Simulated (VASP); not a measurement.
# SnTe3 in VASP: notebook

SnTe3 is run at these levels: PBE; tasks: single point, relaxation of cell and atoms.

Program: VASP 6.6.1. These are calculated values, not measurements. Logs are shortened: lines on timing, memory, paths and dates and some standing lists are left out, and cuts for length are marked.

## 1. The cell of the first run

Symmetry: Pm-3m, No. 221, cubic system. The conventional cell has a = 4.848 Å, b = 4.848 Å, c = 4.848 Å, α = 90.00°, β = 90.00°, γ = 90.00°. Within 4.5 Å of Sn (site symmetry m-3m) lie 12 Te at 3.43 Å. Te (site symmetry 4/mmm) has 4 Sn at 3.43 Å and 8 Te at 3.43 Å within 4.5 Å.

## 2. Single point, PBE

INCAR reads:

```
SYSTEM = SnTe3
PREC = Accurate
ENCUT = 520
EDIFF = 1E-6
ISMEAR = 0
SIGMA = 0.1
LREAL = .False.
LASPH = .True.
NELM = 100
ALGO = Normal
ISIF = 2
LWAVE = .False.
LCHARG = .True.
GGA = PE
LELF = .True.
LVHAR = .True.
NBANDS = 24
```

KPOINTS reads:

```
regular mesh
0
Gamma
  4 4 4
  0 0 0
```

POSCAR reads:

```
SnTe3
1.0
    4.8479198589      0.0000000000      0.0000000000
    0.0000000000      4.8479198589      0.0000000000
    0.0000000000      0.0000000000      4.8479198589
Sn Te
1 3
Direct
    0.0000000000      0.0000000000      0.0000000000
    0.0000000000      0.5000000000      0.5000000000
    0.5000000000      0.0000000000      0.5000000000
    0.5000000000      0.5000000000      0.0000000000
```

Potentials or basis: VASP PAW PBE potentials, release 64 (Sn_d, Te).

Started as:

```
cat potpaw_PBE.64/Sn_d/POTCAR potpaw_PBE.64/Te/POTCAR > POTCAR
mpirun -np 1 vasp_std > vasp.out
```

OUTCAR:

```text
SYSTEM = SnTe3
   PREC = Accurate
   ENCUT = 520
   EDIFF = 1E-6
   ISMEAR = 0
   LREAL = .False.
   LASPH = .True.
   NELM = 100
   ISIF = 2
   GGA = PE

 ion  position               nearest neighbor table
   1  0.000  0.000  0.000-   2 3.43   3 3.43   4 3.43   2 3.43   3 3.43   2 3.43   4 3.43   2 3.43
                             3 3.43   4 3.43   3 3.43   4 3.43
   2  0.000  0.500  0.500-   1 3.43   3 3.43   4 3.43   1 3.43   4 3.43   1 3.43   3 3.43   1 3.43
                             3 3.43   4 3.43   4 3.43   3 3.43
   3  0.500  0.000  0.500-   1 3.43   2 3.43   4 3.43   1 3.43   4 3.43   2 3.43   4 3.43   4 3.43
                             1 3.43   2 3.43   1 3.43   2 3.43
   4  0.500  0.500  0.000-   1 3.43   2 3.43   3 3.43   2 3.43   3 3.43   1 3.43   3 3.43   3 3.43
                             1 3.43   2 3.43   2 3.43   1 3.43

  LATTYP: Found a simple cubic cell.
 ALAT       =     4.8479198589

  Lattice vectors:

 A1 = (   4.8479198589,   0.0000000000,   0.0000000000)
 A2 = (   0.0000000000,   4.8479198589,   0.0000000000)
 A3 = (   0.0000000000,   0.0000000000,   4.8479198589)

Analysis of symmetry for initial positions (statically):
=====================================================================
 Subroutine PRICEL returns:
 Original cell was already a primitive cell.

 Routine SETGRP: Setting up the symmetry group for a
 simple cubic supercell.

 Subroutine GETGRP returns: Found 48 space group operations
 (whereof 48 operations were pure point group operations)
 out of a pool of 48 trial point group operations.

The static configuration has the point symmetry O_h .

Analysis of symmetry for dynamics (positions and initial velocities):
=====================================================================
 Subroutine PRICEL returns:
 Original cell was already a primitive cell.

 Routine SETGRP: Setting up the symmetry group for a
 simple cubic supercell.

 Subroutine GETGRP returns: Found 48 space group operations
 (whereof 48 operations were pure point group operations)
 out of a pool of 48 trial point group operations.

The dynamic configuration has the point symmetry O_h .

 Subroutine INISYM returns: Found 48 space group operations
 (whereof 48 operations are pure point group operations),
 and found     1 'primitive' translations

----------------------------------------------------------------------------------------

                                     Primitive cell

  volume of cell :     113.9374

  direct lattice vectors                    reciprocal lattice vectors
[... 78 lines left out ...]
   EDIFFG = 0.1E-04   stopping-criterion for IOM
   NSW    =      0    number of steps for IOM
   IBRION =     -1    ionic relax: 0-MD 1-quasi-New 2-CG
   NFREE  =      0    steps in history (QN), initial steepest desc. (CG)
   ISIF   =      2    stress and relaxation
   ISYM   =      2    0-nonsym 1-usesym 2-fastsym
   POTIM  = 0.5000    time-step for ionic-motion
   TEBEG  =    0.0;   TEEND  =   0.0 temperature during run
   PSTRESS=    0.0 pullay stress
   NELECT =      32.0000    total number of electrons
   NUPDOWN=      -1.0000    fix difference up-down
   EMIN   =  10.00;   EMAX   =-10.00  energy-range for DOS
   EFERMI =   0.00;   METHOD = LEGACY
   ISMEAR =     0;   SIGMA  =   0.10  broadening in eV -4-tet -1-fermi 0-gaus
   EFERMI_NEDOS =   21; number of points for ismear=-14 and -15
   IALGO  =     38    algorithm
   IMIX   =      4    mixing-type and parameters
     AMIX     =   0.40;   BMIX     =  1.00
     AMIX_MAG =   1.60;   BMIX_MAG =  1.00
  volume/ion in A,a.u.               =      28.48       192.22
  Fermi-wavevector in a.u.,A,eV,Ry     =   1.072102  2.025979 15.638570  1.149402
  Thomas-Fermi vector in A             =   2.207862
   LORBIT       =      0    0 simple, 1 ext, 2 COOP (PROOUT), +10 PAW based schemes
   GGA     = PE    functional components
   LHFCALC =     F    Hartree Fock is set to
   AEXX    =    0.0000 exact exchange contribution
   IVDW    =     0    specifies the selected vdW correction
   LEPSILON=     F    determine dielectric tensor
   LRPA    =     F    only Hartree local field effects (RPA)
 non-spin polarized calculation
 Gauss-broadening in eV      SIGMA  =   0.10
  energy-cutoff  :      520.00
  volume of cell :      113.94
 maximum number of plane-waves:      3112
   NGX = 19   NGY = 19   NGZ = 19

 number of electron      32.0000016 magnetization

 Free energy of the ion-electron system (eV)
  ---------------------------------------------------
  ext. energy  EPLUGINS =         0.00000000
  ---------------------------------------------------
  free energy    TOTEN  =       -12.13351195 eV

  energy without entropy =      -12.10445407  energy(sigma->0) =      -12.11898301

 E-fermi :   7.9397     XC(G=0): -10.0810

 val. band max:        7.7686596697   @ k =   0.5000   0.2500   0.0000
 cond. band min:       7.9792628398   @ k =   0.2500   0.2500   0.2500
 fundamental gap:      0.2106031701
 Fermi energy:         7.9397386925

 k-point     1 :       0.0000    0.0000    0.0000
  band No.  band energies     occupation
      1     -13.9515      2.00000
      2     -13.9515      2.00000
      3     -13.9489      2.00000
      4     -13.9489      2.00000
      5     -13.9489      2.00000
      6      -5.6375      2.00000
[... 259 lines left out ...]
     23      14.9479      0.00000
     24      14.9479      0.00000

------------------------ aborting loop because EDIFF is reached ----------------------------------------

  FORCE on cell =-STRESS in cart. coord.  units (eV):
  Direction    XX          YY          ZZ          XY          YZ          ZX
  --------------------------------------------------------------------------------------
  -------------------------------------------------------------------------------------
  Total        1.0832981      1.0832981      1.0832981     -0.0000000      0.0000000      0.0000000
  in kB       15.2332398     15.2332398     15.2332398     -0.0000000      0.0000000      0.0000000
  external PRESSURE =      15.2332398 kB  Pullay stress =       0.0000000 kB

 VOLUME and BASIS-vectors are now :
 -----------------------------------------------------------------------------
  energy-cutoff  :      520.00
  volume of cell :      113.94
      direct lattice vectors                 reciprocal lattice vectors
     4.847919859  0.000000000  0.000000000     0.206274037  0.000000000  0.000000000
     0.000000000  4.847919859  0.000000000     0.000000000  0.206274037  0.000000000
     0.000000000  0.000000000  4.847919859     0.000000000  0.000000000  0.206274037

 POSITION                                       TOTAL-FORCE (eV/Angst)
 -----------------------------------------------------------------------------------
      0.00000      0.00000      0.00000         0.000000      0.000000      0.000000
      0.00000      2.42396      2.42396         0.000000      0.000000      0.000000
      2.42396      0.00000      2.42396         0.000000      0.000000      0.000000
      2.42396      2.42396      0.00000         0.000000      0.000000      0.000000
 -----------------------------------------------------------------------------------
    total drift:                                0.000000      0.000000      0.000000

  FREE ENERGIE OF THE ION-ELECTRON SYSTEM (eV)
  ---------------------------------------------------
  free  energy   TOTEN  =       -12.1335119542 eV

  energy  without entropy=      -12.1044540674  energy(sigma->0) =      -12.11898301
```

stdout:

```text
POSCAR found type information on POSCAR SnTe
 POSCAR found :  2 types and       4 ions
 scaLAPACK will be used
 LDA part: xc-table for (Slater+PW92), standard interpolation
 POSCAR, INCAR and KPOINTS ok, starting setup
 FFT: planning ... GRIDC
 FFT: planning ... GRID_SOFT
 FFT: planning ... GRID
 WAVECAR not read
 entering main loop
```

Run time: 12 s. Hardware: 1 thread of Intel Xeon 6975P-C (Granite Rapids), shared host; peak memory 0.21 GiB.

Results:

```
Free energy            : -12.1335 eV
Pressure               : 1.5 GPa
Band gap on the k mesh : zero (band 16 reaches 9.49 eV, above the bottom of band 17 at 7.54 eV)
```

Caveat: spin-orbit coupling is left out, which moves the levels of the heavy elements.

## 3. Single point, PBE

This run uses another cell than the first one, of 28.17 Å³/atom, 0.989 times its volume.

INCAR reads:

```
SYSTEM = SnTe3
  PREC = Accurate
  ENCUT = 520
  EDIFF = 1E-6
  ISMEAR = 0
  SIGMA = 0.1
  LREAL = .False.
  LASPH = .True.
  NELM = 80
  ALGO = Normal
  ISIF = 2
  LWAVE = .False.
  LCHARG = .False.
  GGA = PE
  NBANDS = 24
```

KPOINTS reads:

```
Automatic mesh
0
Gamma
  4 4 4
  0 0 0
```

POSCAR reads:

```
SnTe3
1.0
    4.8467719675      0.0000000000      0.0000000000
    0.0000000000      4.8467719675      0.0000000000
    0.0000000000      0.0000000000      4.7969539165
Sn Te
1 3
Direct
    0.0000000000      0.0000000000      0.0000000000
    0.0000000000      0.5000000000      0.5000000000
    0.5000000000      0.0000000000      0.5000000000
    0.5000000000      0.5000000000      0.0000000000
```

Potentials or basis: VASP PAW PBE potentials, release 64 (Sn_d, Te).

Started as:

```
cat potpaw_PBE.64/Sn_d/POTCAR potpaw_PBE.64/Te/POTCAR > POTCAR
mpirun -np 1 vasp_std > vasp.out
```

Wall time 17 s (1 thread of Intel Xeon 6975P-C (Granite Rapids), shared host); peak memory 0.22 GiB.

It converged, with:

```yaml
Free_energy: -12.1222 eV
Pressure: 2.1 GPa
Band_gap_on_the_k_mesh: zero (band 16 reaches 9.70 eV, above the bottom of band 17 at 7.69 eV)
```

Stress tensor (GPa, compression positive):
```
2.52 0.00 0.00
0.00 2.52 0.00
0.00 0.00 1.32
```

Levels at points of the mesh, in eV from the Fermi level:
| k point | band 12 | band 13 | band 14 | band 15 | band 16 | band 17 | band 18 | band 19 | band 20 | band 21 |
| --- | --- | --- | --- | --- | --- | --- | --- | --- | --- | --- |
| (0.00, 0.00, 0.00) | -5.14 | -0.98 | -0.98 | -0.97 | 0.16 | 0.17 | 0.17 | 3.81 | 3.87 | 4.07 |
| (0.50, 0.00, 0.00) | -3.23 | -3.17 | -2.20 | -1.92 | -0.30 | 0.46 | 0.51 | 0.57 | 2.27 | 2.31 |
| (0.50, 0.50, 0.00) | -3.05 | -2.39 | -2.38 | -2.29 | -2.29 | -0.25 | 1.37 | 1.44 | 3.25 | 3.25 |
| (0.00, 0.00, 0.50) | -3.22 | -3.22 | -2.26 | -1.97 | -0.23 | 0.48 | 0.48 | 0.50 | 2.19 | 2.19 |
| (0.50, 0.00, 0.50) | -3.11 | -2.52 | -2.40 | -2.35 | -2.31 | -0.31 | 1.47 | 1.52 | 3.37 | 3.39 |
| (0.50, 0.50, 0.50) | -5.82 | -5.79 | 1.53 | 1.54 | 1.61 | 1.61 | 1.65 | 4.13 | 4.13 | 4.24 |

Caveat: spin-orbit coupling is left out, which moves the levels of the heavy elements.

## 4. Single point, PBE

This run uses another cell than the first one, of 29.18 Å³/atom, 1.024 times its volume.

INCAR reads:

```
ALGO     = Normal         # electronic algorithm
EDIFF    = 1E-6           # SCF threshold, eV
ENCUT    = 520            # plane-wave cutoff, eV
GGA      = PE             # functional
ISIF     = 2              # what is computed and relaxed
ISMEAR   = 0              # smearing method
LASPH    = True           # aspherical terms in the spheres
LCHARG   = False          # write CHGCAR
LREAL    = False          # projectors in reciprocal space
LWAVE    = False          # write WAVECAR
NBANDS   = 24             # bands
NELM     = 80             # most SCF steps
PREC     = Accurate       # precision mode
SIGMA    = 0.1            # smearing width, eV
```

KPOINTS reads:

```
k-points
0
Gamma
  10 10 10
```

POSCAR reads:

```
SnTe3
1.0
    4.8868112618      0.0000000000      0.0000000000
    0.0000000000      4.8868112618      0.0000000000
    0.0000000000      0.0000000000      4.8868112618
Sn Te
1 3
Direct
    0.0000000000      0.0000000000      0.0000000000
    0.0000000000      0.5000000000      0.5000000000
    0.5000000000      0.0000000000      0.5000000000
    0.5000000000      0.5000000000      0.0000000000
```

Started as:

```
cat potpaw_PBE.64/Sn_d/POTCAR potpaw_PBE.64/Te/POTCAR > POTCAR
mpirun -np 1 vasp_std > vasp.out
```

Wall time 42 s (1 thread of Intel Xeon 6975P-C (Granite Rapids), shared host); peak memory 0.3 GiB.

It converged, with:

```
Free energy            : -12.2786 eV
Pressure               : -0.1 GPa
Band gap on the k mesh : zero (band 16 reaches 9.11 eV, above the bottom of band 17 at 7.11 eV)
```

Levels at points of the mesh, in eV from the Fermi level:
| k point | band 14 | band 15 | band 16 | band 17 | band 18 | band 19 |
| --- | --- | --- | --- | --- | --- | --- |
| (0.00, 0.00, 0.00) | -0.90 | -0.90 | 0.20 | 0.20 | 0.20 | 3.91 |
| (0.50, 0.00, 0.00) | -2.07 | -1.80 | -0.34 | 0.45 | 0.53 | 0.53 |
| (0.50, 0.50, 0.00) | -2.23 | -2.18 | -2.18 | -0.20 | 1.40 | 1.44 |
| (0.50, 0.50, 0.50) | 1.53 | 1.53 | 1.53 | 1.54 | 1.54 | 4.03 |

Caveat: spin-orbit coupling is left out, which moves the levels of the heavy elements.

## 5. Relaxation of cell and atoms, PBE

INCAR reads:

```
PREC = Accurate ; ENCUT = 600
EDIFF = 1E-7 ; ISMEAR = 0
SIGMA = 0.1 ; LREAL = False
LASPH = True ; NELM = 100
ALGO = Normal ; ISIF = 3
LWAVE = False ; LCHARG = False
GGA = PE ; IBRION = 2
NSW = 100 ; EDIFFG = -0.01
```

KPOINTS reads:

```
Automatic mesh
0
Gamma
  10 10 10
```

POSCAR reads:

```
SnTe3
1.0
    4.8479198589      0.0000000000      0.0000000000
    0.0000000000      4.8479198589      0.0000000000
    0.0000000000      0.0000000000      4.8479198589
Sn Te
1 3
Direct
    0.0000000000      0.0000000000      0.0000000000
    0.0000000000      0.5000000000      0.5000000000
    0.5000000000      0.0000000000      0.5000000000
    0.5000000000      0.5000000000      0.0000000000
```

Started as:

```
cat potpaw_PBE.64/Sn_d/POTCAR potpaw_PBE.64/Te/POTCAR > POTCAR
mpirun -np 1 vasp_std > vasp.out
```

It took 2.8 min on 1 thread of Intel Xeon 6975P-C (Granite Rapids), shared host; peak memory 0.34 GiB.

It converged, with:

| Quantity | Value |
| --- | --- |
| Free energy | -12.2785 eV |
| Relaxed volume | 29.13 Å³/atom |
| Relaxed cell | a = 4.884 Å, b = 4.884 Å, c = 4.884 Å, α = 90.00°, β = 90.00°, γ = 90.00° |
| Space group after relaxing (to 0.05 Å) | Pm-3m (No. 221) |
| Energy gained by relaxing | 2.2 meV/atom |
| Ionic steps | 3 |
| Pressure after relaxing | 0.0 GPa |
| Band gap on the k mesh | zero (band 16 reaches 9.13 eV, above the bottom of band 17 at 7.13 eV) |

Step by step:
```
step  energy change (eV)  largest force (eV/Å)  pressure (GPa)  volume (Å³)
   1              0.0000                0.0000            1.11       113.94
   2             -0.0082                0.0000           -0.26       117.21
   3             -0.0087                0.0000            0.00       116.53
```

Final structure:
```
CELL_PARAMETERS angstrom
4.88440 0.00000 0.00000
0.00000 4.88440 0.00000
0.00000 0.00000 4.88440
ATOMIC_POSITIONS crystal
Sn 0.00000 0.00000 0.00000
Te 0.00000 0.50000 0.50000
Te 0.50000 0.00000 0.50000
Te 0.50000 0.50000 0.00000
```

Levels at points of the mesh, in eV from the Fermi level:
```csv
k point,band 13,band 14,band 15,band 16,band 17,band 18,band 19,band 20
"(0.00, 0.00, 0.00)",-0.90,-0.90,-0.90,0.20,0.20,0.20,3.91,3.91
"(0.50, 0.00, 0.00)",-3.04,-2.08,-1.80,-0.34,0.46,0.54,0.54,2.23
"(0.50, 0.50, 0.00)",-2.44,-2.24,-2.18,-2.18,-0.20,1.40,1.45,3.25
"(0.50, 0.50, 0.50)",-5.55,1.53,1.53,1.53,1.54,1.54,4.04,4.04
```

Caveat: spin-orbit coupling is left out, which moves the levels of the heavy elements.

## 6. The runs side by side

| task | cell | k mesh | cutoff (eV) | gap on the mesh (eV) | pressure (GPa) |
| --- | --- | --- | --- | --- | --- |
| single point | a = 4.848 Å, 4 atoms | 4 × 4 × 4 | 520 | none | 1.5 |
| single point | a = 4.847, b = 4.847, c = 4.797 Å, 4 atoms | 4 × 4 × 4 | 520 | none | 2.1 |
| single point | a = 4.887 Å, 4 atoms | 10 × 10 × 10 | 520 | none | -0.1 |
| relaxation of cell and atoms | relaxed from a = 4.848 Å, 4 atoms | 10 × 10 × 10 | 600 | none | 0.0 |

Alike in all rows: level PBE; potentials or basis VASP PAW PBE potentials, release 64 (Sn_d, Te); no spin polarisation; smearing gaussian 0.1 eV.

Caveats: spin-orbit coupling is left out, which moves the levels of the heavy elements.

Total energies depend on the potentials used, so only differences within one code and one set of settings carry meaning.
